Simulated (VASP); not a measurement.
# Ge (I4_1/amd) in VASP: further runs

The runs below take Ge through single point, with r2SCAN.

Everything below comes from runs of VASP 6.6.1. Logs are shortened: lines on timing, memory, paths and dates and some standing lists are left out, and cuts for length are marked.

## (1) The cell of the first run

The structure is tetragonal, space group I4_1/amd (No. 141). Conventional cell: a = 5.226 Å, b = 5.226 Å, c = 2.753 Å, α = 90.00°, β = 90.00°, γ = 90.00°. Ge (site symmetry -4m2) has 10 Ge at 2.70 to 3.33 Å within 3.6 Å.

## (2) Single point, r2SCAN (strain +0.015 along x and y, -0.015 along z)

POSCAR

```
Ge
1.0
   -2.6131070648      2.6131070648      1.3764514536
    2.6131070648     -2.6131070648      1.3764514536
    2.6131070648      2.6131070648     -1.3764514536
Ge
2
Direct
    0.2500000000      0.7500000000      0.5000000000
    0.5000000000      0.5000000000      0.0000000000
```

INCAR.step1

```
SYSTEM = Ge
PREC = Accurate ; ENCUT = 520
ISMEAR = 0 ; SIGMA = 0.15
LREAL = .FALSE. ; LASPH = .TRUE.
NELM = 100 ; NBANDS = 21
GGA = PE ; ALGO = Normal
EDIFF = 1E-4 ; LWAVE = .TRUE.
LCHARG = .FALSE.
```

INCAR.step2

```
SYSTEM = Ge
PREC = Accurate ; ENCUT = 520
EDIFF = 1E-6 ; ISMEAR = 0
SIGMA = 0.15 ; LREAL = .FALSE.
LASPH = .TRUE. ; NELM = 100
ALGO = Normal ; ISIF = 2
LWAVE = .FALSE. ; LCHARG = .FALSE.
METAGGA = R2SCAN ; LMIXTAU = .TRUE.
NBANDS = 21 ; ISTART = 1
```

KPOINTS

```
Automatic mesh
0
G
  20 20 20
  0 0 0
```

Potentials or basis: VASP PAW PBE potentials, release 64 (Ge_d).

On the command line:

```sh
cat potpaw_PBE.64/Ge_d/POTCAR > POTCAR
cp INCAR.step1 INCAR
mpirun -np 1 vasp_std > vasp.out
cp INCAR.step2 INCAR
mpirun -np 1 vasp_std > vasp.out
```

OUTCAR:

```text
SYSTEM = Ge
   PREC = Accurate
   ENCUT = 520
   EDIFF = 1E-6
   ISMEAR = 0
   LREAL = .FALSE.
   LASPH = .TRUE.
   NELM = 100
   ISIF = 2
   METAGGA = R2SCAN
   ISTART = 1

 ion  position               nearest neighbor table
   1  0.250  0.750  0.500-   2 2.70   2 2.70   2 2.70   2 2.70
   2  0.500  0.500  0.000-   1 2.70   1 2.70   1 2.70   1 2.70

  LATTYP: Found a body centered tetragonal cell.
 ALAT       =     5.2262141296
 C/A-ratio  =     0.5267489695

  Lattice vectors:

 A1 = (  -2.6131070648,   2.6131070648,   1.3764514536)
 A2 = (   2.6131070648,  -2.6131070648,   1.3764514536)
 A3 = (   2.6131070648,   2.6131070648,  -1.3764514536)

Analysis of symmetry for initial positions (statically):
=====================================================================
 Subroutine PRICEL returns:
 Original cell was already a primitive cell.

 Routine SETGRP: Setting up the symmetry group for a
 body centered tetragonal supercell.

 Subroutine GETGRP returns: Found 16 space group operations
 (whereof  8 operations were pure point group operations)
 out of a pool of 16 trial point group operations.

The static configuration has the point symmetry D_2d.
 The point group associated with its full space group is D_4h.

Analysis of symmetry for dynamics (positions and initial velocities):
=====================================================================
 Subroutine PRICEL returns:
 Original cell was already a primitive cell.

 Routine SETGRP: Setting up the symmetry group for a
 body centered tetragonal supercell.

 Subroutine GETGRP returns: Found 16 space group operations
 (whereof  8 operations were pure point group operations)
 out of a pool of 16 trial point group operations.

The dynamic configuration has the point symmetry D_2d.
 The point group associated with its full space group is D_4h.

 Subroutine INISYM returns: Found 16 space group operations
 (whereof  8 operations are pure point group operations),
 and found     1 'primitive' translations

----------------------------------------------------------------------------------------

                                     Primitive cell

  volume of cell :      37.5955

  direct lattice vectors                    reciprocal lattice vectors
    -2.613107065  2.613107065  1.376451454     0.000000000  0.191343098  0.363252913
     2.613107065 -2.613107065  1.376451454     0.191343098  0.000000000  0.363252913
     2.613107065  2.613107065 -1.376451454     0.191343098  0.191343098  0.000000000

  length of vectors
     3.943510577  3.943510577  3.943510577     0.410566511  0.410566511  0.270600004

  position of ions in fractional coordinates (direct lattice)
     0.250000000  0.750000000  0.500000000
     0.500000000  0.500000000  0.000000000

  ion indices of the primitive-cell ions
   primitive index   ion index
                 1           1
                 2           2

----------------------------------------------------------------------------------------

 KPOINTS: Automatic mesh

Automatic generation of k-mesh.
 Grid dimensions read from file:
 generate k-points for:   20   20   20

 Generating k-lattice:

  Cartesian coordinates                     Fractional coordinates (reciprocal lattice)
     0.000000000  0.009567155  0.018162646     0.050000000 -0.000000000  0.000000000
     0.009567155  0.000000000  0.018162646    -0.000000000  0.050000000  0.000000000
     0.009567155  0.009567155  0.000000000     0.000000000  0.000000000  0.050000000

  Length of vectors
     0.020528326  0.020528326  0.013530000

  Shift w.r.t. Gamma in fractional coordinates (k-lattice)
     0.000000000  0.000000000  0.000000000

 Subroutine IBZKPT returns following result:
 ===========================================

 Found    641 irreducible k-points:

 Following reciprocal coordinates:
            Coordinates               Weight
  0.000000  0.000000  0.000000      1.000000
  0.050000 -0.000000  0.000000      8.000000
  0.100000 -0.000000  0.000000      8.000000
  0.150000  0.000000 -0.000000      8.000000
  0.200000 -0.000000  0.000000      8.000000
  0.250000  0.000000 -0.000000      8.000000
[... 16 lines left out ...]
 -0.400000  0.050000  0.000000     16.000000
 -0.350000  0.050000  0.000000     16.000000
 [... further k-points ...]
   k-points           NKPTS =    641   k-points in BZ     NKDIM =    641   number of bands    NBANDS=     21
   number of dos      NEDOS =    301   number of ions     NIONS =      2
   total plane-waves  NPLWV =  27000
   dimension x,y,z NGX =    30 NGY =   30 NGZ =   30
   dimension x,y,z NGXF=    60 NGYF=   60 NGZF=   60
   ions per type =               2
   NGX,Y,Z   is equivalent  to a cutoff of  12.65, 12.65, 12.65 a.u.
   NGXF,Y,Z  is equivalent  to a cutoff of  25.29, 25.29, 25.29 a.u.
 SYSTEM =  Ge
   PREC   = accura    normal or accurate (medium, high low for compatibility)
   ISTART =      1    job   : 0-new  1-cont  2-samecut
   ICHARG =      0    charge: 1-file 2-atom 10-const
   ISPIN  =      1    spin polarized calculation?
   LNONCOLLINEAR =      F non collinear calculations
   LSORBIT =      F    spin-orbit coupling
   LASPH  =      T    aspherical Exc in radial PAW
   ENCUT  =  520.0 eV  38.22 Ry    6.18 a.u.   7.33  7.33  7.33*2*pi/ulx,y,z
   NELM   =    100;   NELMIN=  2; NELMDL=  0     # of ELM steps
   EDIFF  = 0.1E-05   stopping-criterion for ELM
   LREAL  =      F    real-space projection
   EDIFFG = 0.1E-04   stopping-criterion for IOM
   NSW    =      0    number of steps for IOM
   IBRION =     -1    ionic relax: 0-MD 1-quasi-New 2-CG
   NFREE  =      0    steps in history (QN), initial steepest desc. (CG)
   ISIF   =      2    stress and relaxation
   ISYM   =      2    0-nonsym 1-usesym 2-fastsym
   POTIM  = 0.5000    time-step for ionic-motion
   TEBEG  =    0.0;   TEEND  =   0.0 temperature during run
   PSTRESS=    0.0 pullay stress
   NELECT =      28.0000    total number of electrons
   NUPDOWN=      -1.0000    fix difference up-down
   EMIN   =  10.00;   EMAX   =-10.00  energy-range for DOS
   EFERMI =   0.00;   METHOD = LEGACY
   ISMEAR =     0;   SIGMA  =   0.15  broadening in eV -4-tet -1-fermi 0-gaus
   EFERMI_NEDOS =   21; number of points for ismear=-14 and -15
   IALGO  =     38    algorithm
   IMIX   =      4    mixing-type and parameters
     AMIX     =   0.40;   BMIX     =  1.00
     AMIX_MAG =   1.60;   BMIX_MAG =  1.00
  volume/ion in A,a.u.               =      18.80       126.85
  Fermi-wavevector in a.u.,A,eV,Ry     =   1.483938  2.804236 29.961006  2.202072
  Thomas-Fermi vector in A             =   2.597537
   LORBIT       =      0    0 simple, 1 ext, 2 COOP (PROOUT), +10 PAW based schemes
   METAGGA = R2SCAN    functional components
   LHFCALC =     F    Hartree Fock is set to
   AEXX    =    0.0000 exact exchange contribution
   IVDW    =     0    specifies the selected vdW correction
   LEPSILON=     F    determine dielectric tensor
   LRPA    =     F    only Hartree local field effects (RPA)
 non-spin polarized calculation
 Gauss-broadening in eV      SIGMA  =   0.15
  energy-cutoff  :      520.00
  volume of cell :       37.60
 maximum number of plane-waves:      1031
 NGX is ok and might be reduce to    30
   NGX = 15   NGY = 15   NGZ = 15

 number of electron      28.0000016 magnetization

 Free energy of the ion-electron system (eV)
  ---------------------------------------------------
  ext. energy  EPLUGINS =         0.00000000
  ---------------------------------------------------
  free energy    TOTEN  =       -27.01787446 eV

  energy without entropy =      -27.00979997  energy(sigma->0) =      -27.01383722

 E-fermi :   6.4944     XC(G=0): -12.2923

 val. band max:        6.4903948371   @ k =   0.5000   0.4500   0.0000
 cond. band min:       6.4983200780   @ k =   0.5000   0.4000   0.0500
 fundamental gap:      0.0079252409
 Fermi energy:         6.4943876825

 k-point     1 :       0.0000    0.0000    0.0000
  band No.  band energies     occupation
      1     -18.9521      2.00000
      2     -18.9290      2.00000
      3     -18.8986      2.00000
      4     -18.8747      2.00000
      5     -18.7635      2.00000
      6     -18.7635      2.00000
[... 13 lines left out ...]
     20      18.2622      0.00000
     21      19.3611      0.00000

 k-point     2 :       0.0500   -0.0000    0.0000
  band No.  band energies     occupation
      1     -18.9512      2.00000
      2     -18.9247      2.00000
      3     -18.8932      2.00000
      4     -18.8733      2.00000
      5     -18.7673      2.00000
      6     -18.7672      2.00000
[... 13 lines left out ...]
     20      18.2901      0.00000
     21      19.7402      0.00000

 k-point     3 :       0.1000   -0.0000    0.0000
  band No.  band energies     occupation
      1     -18.9483      2.00000
      2     -18.9124      2.00000
      3     -18.8784      2.00000
      4     -18.8695      2.00000
      5     -18.7757      2.00000
      6     -18.7742      2.00000
[... 13 lines left out ...]
     20      18.3726      0.00000
     21      19.4440      0.00000

 k-point     4 :       0.1500    0.0000   -0.0000
  band No.  band energies     occupation
      1     -18.9431      2.00000
      2     -18.8938      2.00000
      3     -18.8636      2.00000
      4     -18.8573      2.00000
      5     -18.7868      2.00000
      6     -18.7813      2.00000
[... 13 lines left out ...]
     20      17.7636      0.00000
     21      18.2453      0.00000

 k-point     5 :       0.2000   -0.0000    0.0000
  band No.  band energies     occupation
      1     -18.9360      2.00000
      2     -18.8724      2.00000
      3     -18.8563      2.00000
      4     -18.8355      2.00000
      5     -18.7994      2.00000
      6     -18.7846      2.00000
[... 13 lines left out ...]
     20      16.8454      0.00000
     21      17.6017      0.00000
[... 382 lines left out ...]
     20      18.5508      0.00000
     21      19.1066      0.00000

 k-point    22 :      -0.4500    0.0500    0.0000
  band No.  band energies     occupation
      1     -18.9072      2.00000
      2     -18.8603      2.00000
      3     -18.8569      2.00000
      4     -18.8314      2.00000
      5     -18.8059      2.00000
      6     -18.8055      2.00000
[... 13 lines left out ...]
     20      17.6918      0.00000
     21      19.2461      0.00000

 k-point    23 :      -0.4000    0.0500    0.0000
  band No.  band energies     occupation
      1     -18.9107      2.00000
      2     -18.8519      2.00000
      3     -18.8470      2.00000
      4     -18.8356      2.00000
      5     -18.8109      2.00000
      6     -18.7992      2.00000
[... 13 lines left out ...]
     20      16.3213      0.00000
     21      18.4954      0.00000

 k-point    24 :      -0.3500    0.0500    0.0000
  band No.  band energies     occupation
      1     -18.9159      2.00000
      2     -18.8477      2.00000
      3     -18.8412      2.00000
      4     -18.8352      2.00000
      5     -18.8138      2.00000
      6     -18.7914      2.00000
[... 13 lines left out ...]
     20      15.9161      0.00000
     21      17.8694      0.00000

 [... further k-points ...]

------------------------ aborting loop because EDIFF is reached ----------------------------------------

  FORCE on cell =-STRESS in cart. coord.  units (eV):
  Direction    XX          YY          ZZ          XY          YZ          ZX
  --------------------------------------------------------------------------------------
  -------------------------------------------------------------------------------------
  Total       -0.4222582     -0.4222582      0.3951098      0.0000000     -0.0000000      0.0000000
  in kB      -17.9950626    -17.9950626     16.8380997      0.0000000     -0.0000000      0.0000000
  external PRESSURE =      -6.3840085 kB  Pullay stress =       0.0000000 kB

 VOLUME and BASIS-vectors are now :
 -----------------------------------------------------------------------------
  energy-cutoff  :      520.00
  volume of cell :       37.60
      direct lattice vectors                 reciprocal lattice vectors
    -2.613107065  2.613107065  1.376451454     0.000000000  0.191343098  0.363252913
     2.613107065 -2.613107065  1.376451454     0.191343098  0.000000000  0.363252913
     2.613107065  2.613107065 -1.376451454     0.191343098  0.191343098  0.000000000

 POSITION                                       TOTAL-FORCE (eV/Angst)
 -----------------------------------------------------------------------------------
      2.61311     -0.00000      0.68823         0.000000     -0.000000      0.000000
      0.00000      0.00000      1.37645        -0.000000      0.000000     -0.000000
 -----------------------------------------------------------------------------------
    total drift:                                0.000000     -0.000000      0.000000

  FREE ENERGIE OF THE ION-ELECTRON SYSTEM (eV)
  ---------------------------------------------------
  free  energy   TOTEN  =       -27.0178744624 eV

  energy  without entropy=      -27.0097999707  energy(sigma->0) =      -27.01383722
```

Run time: 40 min. Hardware: 1 thread of Intel Xeon 8259CL, shared host; peak memory 0.49 GiB.

Results:

* Free energy: -27.0179 eV
* Pressure: -0.6 GPa
* Band gap on the k mesh: zero (bands 14 and 15 overlap by 5.14 eV)

Stress tensor (GPa, compression positive):
```
-1.80  0.00  0.00
 0.00 -1.80  0.00
 0.00  0.00  1.68
```

Caveat: the cell differs from its parent crystal (strain +0.015 along x and y, -0.015 along z); the PAW data sets were made with another functional, which shifts forces and pressure a little.

[end of part 1 of 2]
